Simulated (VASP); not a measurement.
Set up this calculation in VASP 6.6.1, as the native input.

```yaml
Task: single point
Functional: PBEsol
Potentials_or_basis: VASP PAW PBE potentials, release 64 (In_d, As)
Cutoff: 520 eV
k_mesh: 10 × 10 × 10
Occupations: gaussian, width 0.1 eV
Spin: no spin polarisation
Dipole_correction: no
Further_INCAR_settings: ALGO = Normal; EDIFF = 1e-06; NBANDS = 16
```

The structure of InAs lies in POSCAR:

```
InAs
1.0
    0.0000000000      3.0441511310      3.0441511310
    3.0441511310      0.0000000000      3.0441511310
    3.0441511310      3.0441511310      0.0000000000
In As
1 1
Direct
    1.0000000000      0.0000000000      0.0000000000
    0.2500000000      0.2500000000      0.2500000000
```

The input as run:

INCAR

```
SYSTEM = InAs
ALGO     = Normal         ! electronic algorithm
EDIFF    = 1E-6           ! SCF threshold, eV
ENCUT    = 520            ! plane-wave cutoff, eV
GGA      = PS             ! functional
ISIF     = 2              ! what is computed and relaxed
ISMEAR   = 0              ! smearing method
LASPH    = .True.         ! aspherical terms in the spheres
LCHARG   = .False.        ! write CHGCAR
LREAL    = .False.        ! projectors in reciprocal space
LWAVE    = .False.        ! write WAVECAR
NBANDS   = 16             ! bands
NELM     = 80             ! most SCF steps
PREC     = Accurate       ! precision mode
SIGMA    = 0.1            ! smearing width, eV
```

KPOINTS

```
k-points
0
Gamma
  10 10 10
  0 0 0
```

Potentials or basis: VASP PAW PBE potentials, release 64 (In_d, As).

Launch:

```console
$ cat potpaw_PBE.64/In_d/POTCAR potpaw_PBE.64/As/POTCAR > POTCAR
$ mpirun -np 1 vasp_std > vasp.out
```

Results of the run:

- Pressure: 0.1 GPa
- Band gap on the k mesh: zero (filled and empty bands touch)

Caveat: semilocal functionals underestimate gaps, so a narrow gap can read as zero; the PAW data sets were made with another functional, which shifts forces and pressure a little; spin-orbit coupling is left out, which moves the levels of the heavy elements.

Run time: 34 s on 1 thread of Intel Xeon 8259CL (shared host), peak memory 0.2 GiB.
